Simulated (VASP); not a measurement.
# Be2Sb in VASP: a series of runs, part 2 of 2

VASP 6.6.1. Earlier steps stand in the parts before.

**3. Single point, PBE**

This run uses another cell than the first one: it holds 3 atoms, not 6.

INCAR reads:

```
PREC = Accurate
ENCUT = 520
EDIFF = 1E-6
ISMEAR = 0
SIGMA = 0.1
LREAL = F
LASPH = T
NELM = 60
ALGO = Fast
ISIF = 2
LWAVE = F
LCHARG = F
GGA = PE
NBANDS = 12
```

KPOINTS reads:

```
regular mesh
0
Gamma
  14 14 14
```

POSCAR reads:

```
Be2Sb
1.0
   -2.3270342396      2.2775304301      2.3266523061
    2.3270342396     -2.2775304301      2.3266523061
    2.3270342396      2.2775304301     -2.3266523061
Be Sb
2 1
Direct
    0.2499863218      0.5000000000      0.7499863218
    0.7500136782      0.5000000000      0.2500136782
    0.0000000000      0.0000000000      0.0000000000
```

Potentials or basis: VASP PAW PBE potentials, release 64 (Be, Sb).

On the command line:

```bash
> cat potpaw_PBE.64/Be/POTCAR potpaw_PBE.64/Sb/POTCAR > POTCAR
> mpirun -np 1 vasp_std > vasp.out
```

OUTCAR:

```text
PREC = Accurate
   ENCUT = 520
   EDIFF = 1E-6
   ISMEAR = 0
   LREAL = F
   LASPH = T
   NELM = 60
   ISIF = 2
   GGA = PE

 ion  position               nearest neighbor table
   1  0.250  0.500  0.750-   2 2.28   2 2.28   3 2.59   3 2.59   3 2.59   3 2.59
   2  0.750  0.500  0.250-   1 2.28   1 2.28   3 2.59   3 2.59   3 2.59   3 2.59
   3  0.000  0.000  0.000-   2 2.59   1 2.59   2 2.59   1 2.59   1 2.59   1 2.59   2 2.59   2 2.59

  LATTYP: Found a body centered orthorhombic cell.
 ALAT       =     4.5550608602
 B/A-ratio  =     1.0215680438
 C/A-ratio  =     1.0217357401

  Lattice vectors:

 A1 = (  -2.3270342396,  -2.2775304301,  -2.3266523061)
 A2 = (  -2.3270342396,   2.2775304301,   2.3266523061)
 A3 = (   2.3270342396,   2.2775304301,  -2.3266523061)

Analysis of symmetry for initial positions (statically):
=====================================================================
 Subroutine PRICEL returns:
 Original cell was already a primitive cell.

 Routine SETGRP: Setting up the symmetry group for a
 body centered orthorhombic supercell.

 Subroutine GETGRP returns: Found  8 space group operations
 (whereof  8 operations were pure point group operations)
 out of a pool of  8 trial point group operations.

The static configuration has the point symmetry D_2h.

Analysis of symmetry for dynamics (positions and initial velocities):
=====================================================================
 Subroutine PRICEL returns:
 Original cell was already a primitive cell.

 Routine SETGRP: Setting up the symmetry group for a
 body centered orthorhombic supercell.

 Subroutine GETGRP returns: Found  8 space group operations
 (whereof  8 operations were pure point group operations)
 out of a pool of  8 trial point group operations.

The dynamic configuration has the point symmetry D_2h.

 Subroutine INISYM returns: Found  8 space group operations
 (whereof  8 operations are pure point group operations),
 and found     1 'primitive' translations

----------------------------------------------------------------------------------------
[... 123 lines left out ...]
   IVDW    =     0    specifies the selected vdW correction
   LEPSILON=     F    determine dielectric tensor
   LRPA    =     F    only Hartree local field effects (RPA)
 non-spin polarized calculation
 RMM-DIIS sequential band-by-band and
 Gauss-broadening in eV      SIGMA  =   0.10
  energy-cutoff  :      520.00
  volume of cell :       49.32
 maximum number of plane-waves:      1361
 NGX is ok and might be reduce to    30

 number of electron       9.0000000 magnetization

 Free energy of the ion-electron system (eV)
  ---------------------------------------------------
  ext. energy  EPLUGINS =         0.00000000
  ---------------------------------------------------
  free energy    TOTEN  =       -10.18876313 eV

  energy without entropy =      -10.18364422  energy(sigma->0) =      -10.18620368

 E-fermi :   6.4356     XC(G=0):  -9.7469

 val. band max:        6.4347696742   @ k =   0.0714  -0.0714   0.0714
 cond. band min:       6.4446638198   @ k =   0.0714   0.0714   0.0000
 fundamental gap:      0.0098941457
 Fermi energy:         6.4355836869

 k-point     1 :       0.0000    0.0000    0.0000
  band No.  band energies     occupation
      1      -5.4343      2.00000
      2       5.4279      2.00000
      3       5.4291      2.00000
      4       6.1834      1.99964
      5       7.4196      0.00000
      6       8.3203      0.00000
      7       8.9581      0.00000
      8       8.9590      0.00000
      9      11.3503      0.00000
     10      11.3514      0.00000
     11      11.5744      0.00000
     12      11.9213      0.00000
[... 331 lines left out ...]
 k-point    24 :       0.0714    0.1429    0.0000
  band No.  band energies     occupation
      1      -5.0394      2.00000
      2       3.1536      2.00000
      3       4.4016      2.00000
      4       5.7858      2.00000
      5       7.0376      0.00000
      6       8.7355      0.00000
      7       9.4677      0.00000
      8      10.5111      0.00000
      9      11.4918      0.00000
     10      11.9574      0.00000
     11      12.7803      0.00000
     12      13.9728      0.00000

 [... further k-points ...]
[... 5 lines left out ...]
  --------------------------------------------------------------------------------------
  -------------------------------------------------------------------------------------
  Total        0.1132222      0.0355057      0.1165871      0.0000000     -0.0000000      0.0000000
  in kB        3.6777637      1.1533198      3.7870646      0.0000000     -0.0000000      0.0000000
  external PRESSURE =       2.8727160 kB  Pullay stress =       0.0000000 kB

 VOLUME and BASIS-vectors are now :
 -----------------------------------------------------------------------------
  energy-cutoff  :      520.00
  volume of cell :       49.32
      direct lattice vectors                 reciprocal lattice vectors
    -2.327034240  2.277530430  2.326652306     0.000000000  0.219536035  0.214901040
     2.327034240 -2.277530430  2.326652306     0.214865768  0.000000000  0.214901040
     2.327034240  2.277530430 -2.326652306     0.214865768  0.219536035  0.000000000

 POSITION                                       TOTAL-FORCE (eV/Angst)
 -----------------------------------------------------------------------------------
      2.32703      1.13870      0.00000         0.000000     -0.000420      0.000000
      0.00000      1.13883      2.32665        -0.000000      0.000420      0.000000
      0.00000      0.00000      0.00000        -0.000000      0.000000     -0.000000
 -----------------------------------------------------------------------------------
    total drift:                               -0.000000      0.000000      0.000000

  FREE ENERGIE OF THE ION-ELECTRON SYSTEM (eV)
  ---------------------------------------------------
  free  energy   TOTEN  =       -10.1887631342 eV

  energy  without entropy=      -10.1836442165  energy(sigma->0) =      -10.18620368
```

OSZICAR:

```text
N       E                     dE             d eps       ncg     rms          rms(c)
DAV:   1     0.125875946020E+02    0.12588E+02   -0.30372E+03 10272   0.538E+02
DAV:   2    -0.945582624038E+01   -0.22043E+02   -0.21159E+02 13200   0.946E+01
DAV:   3    -0.103482375729E+02   -0.89241E+00   -0.87597E+00 13632   0.174E+01
DAV:   4    -0.103550711456E+02   -0.68336E-02   -0.68277E-02 12060   0.175E+00
DAV:   5    -0.103551371432E+02   -0.65998E-04   -0.65997E-04 13484   0.192E-01    0.390E+00
RMM:   6    -0.102181049592E+02    0.13703E+00   -0.70973E-02 10315   0.119E+00    0.220E+00
RMM:   7    -0.101900010938E+02    0.28104E-01   -0.53657E-02 10756   0.975E-01    0.509E-01
RMM:   8    -0.101887360246E+02    0.12651E-02   -0.66328E-03 11210   0.512E-01    0.452E-02
RMM:   9    -0.101887660888E+02   -0.30064E-04   -0.86957E-04 12382   0.182E-01    0.409E-02
RMM:  10    -0.101887618805E+02    0.42083E-05   -0.13864E-04 12431   0.879E-02    0.811E-03
RMM:  11    -0.101887634267E+02   -0.15462E-05   -0.27884E-05 13053   0.398E-02    0.775E-03
RMM:  12    -0.101887631342E+02    0.29244E-06   -0.46203E-06 12216   0.183E-02
   1 F= -.10188763E+02 E0= -.10186204E+02  d E =-.511892E-02
```

stdout:

```text
POSCAR found type information on POSCAR BeSb
 POSCAR found :  2 types and       3 ions
 scaLAPACK will be used
 LDA part: xc-table for (Slater+PW92), standard interpolation
 POSCAR, INCAR and KPOINTS ok, starting setup
 FFT: planning ... GRIDC
 FFT: planning ... GRID_SOFT
 FFT: planning ... GRID
 WAVECAR not read
 entering main loop
```

It took 3.3 min on 1 thread of AMD EPYC 7R43 (Zen 3), shared host; peak memory 0.34 GiB.

What came out:

| Quantity | Value |
| --- | --- |
| Free energy | -10.1888 eV |
| Pressure | 0.3 GPa |

Stress tensor (GPa, compression positive):
```
0.37 0.00 0.00
0.00 0.12 0.00
0.00 0.00 0.38
```

Caveat: spin-orbit coupling is left out, which moves the levels of the heavy elements.
